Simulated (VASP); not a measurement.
# GaSb (rocksalt type): single point with PBE

GaSb (rocksalt type):

```
CELL_PARAMETERS angstrom
0.00000 2.59859 2.59859
2.59859 0.00000 2.59859
2.59859 2.59859 0.00000
ATOMIC_POSITIONS crystal
Ga 0.00000 0.00000 0.00000
Sb 0.50000 0.50000 0.50000
```

This cell differs from its parent crystal: volume scaled by 0.72.

```yaml
Program: VASP 6.6.1
Task: single point
Functional: PBE
Potentials_or_basis: VASP PAW PBE potentials, release 64 (Ga_d, Sb)
Cutoff: 500 eV
k_mesh: 13 × 13 × 13
Occupations: fermi-dirac, width 0.08 eV
Spin: no spin polarisation
```

```yaml
Pressure: 40.2 GPa
Band_gap_on_the_k_mesh: zero (band 9 reaches 11.94 eV, above the bottom of band 10 at 7.11 eV)
```

Levels at points of the mesh, in eV from the Fermi level:
```csv
k point,band 7,band 8,band 9,band 10,band 11,band 12
"(0.00, 0.00, 0.00)",0.08,0.08,0.08,3.07,6.33,6.33
```

Run time: 20 s on 1 thread of Intel(R) Xeon(R) 6975P-C (Granite Rapids), on a shared host, peak memory 0.19 GiB.

Caveat: spin-orbit coupling is left out, which moves the levels of the heavy elements.
